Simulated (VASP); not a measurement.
NaCl, 2 atoms in the cell. It takes space group Fm-3m (No. 225, cubic). The conventional cell has a = 5.639 Å, b = 5.639 Å, c = 5.639 Å, α = 90.00°, β = 90.00°, γ = 90.00°. Na (site symmetry m-3m) has 6 Cl at 2.82 Å within 3.7 Å. Cl (site symmetry m-3m) has 6 Na at 2.82 Å within 3.7 Å.  This cell differs from its parent crystal: volume scaled by 1.02.

| Item | Value |
| --- | --- |
| Program | VASP 6.6.1 |
| Task | single point |
| Functional | PBEsol |
| Potentials or basis | VASP PAW PBE potentials, release 64 (Na_pv, Cl) |
| Cutoff | 520 eV |
| k mesh | 8 × 8 × 8 |
| Occupations | gaussian, width 0.01 eV |
| Spin | no spin polarisation |
| Dipole correction | no |
| Further INCAR settings | ALGO = Normal; EDIFF = 1e-07; NBANDS = 14 |

Potentials or basis: VASP PAW PBE potentials, release 64 (Na_pv, Cl).

Run with:

```bash
$ cat potpaw_PBE.64/Na_pv/POTCAR potpaw_PBE.64/Cl/POTCAR > POTCAR
$ mpirun -np 1 vasp_std > vasp.out
```

Hardware: 1 thread of Intel(R) Xeon(R) Platinum 8259CL CPU @ 2.50GHz (Skylake/Cascade Lake) (shared host).

Question: Estimate the wall time of this run.

Answer: Run time: 16 s on 1 thread of Intel(R) Xeon(R) Platinum 8259CL CPU @ 2.50GHz (Skylake/Cascade Lake), with other jobs on the host, peak memory 0.16 GiB. Counts: scf iterations 14, k points 29.
